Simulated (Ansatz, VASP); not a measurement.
**Ti in VASP and in Ansatz**

```xyz
4
Lattice="4.1129 0.0000 0.0000 0.0000 4.1129 0.0000 0.0000 0.0000 4.1129" Properties=species:S:1:pos:R:3 pbc="T T T"
Ti    0.0001    0.0001    0.0001
Ti    2.0564    4.1128    2.0565
Ti    2.0565    2.0564    4.1128
Ti    4.1128    2.0565    2.0564
```

Alike in both runs: functional PBE; k mesh 4 × 4 × 4; occupations gaussian, width 0.1 eV; no spin polarisation.

Ansatz relaxed the structure, and its values are those at the end. VASP's run is a single point on that final structure, the one shown.

|  | VASP | Ansatz |
| --- | --- | --- |
| version | VASP 6.6.1 | Ansatz 0.2.0 |
| potentials or method | VASP PAW PBE potentials, release 64 (Ti_sv), cutoff 520 eV | scalar-relativistic, plane waves, PAW |
| valence electrons in the cell | 48 | 48 |

```csv
,VASP,Ansatz,Ansatz less VASP
gap on the k mesh at the Fermi level (eV),none,none,-
pressure (GPa),-0.4,0.0,+0.44
```

A gap of «none» marks a metal or a gap that the smearing closes. The functional is the same, so the differences come from potentials, cutoffs and numerics.

The k mesh is coarse, so the values compare programs but aren't converged.
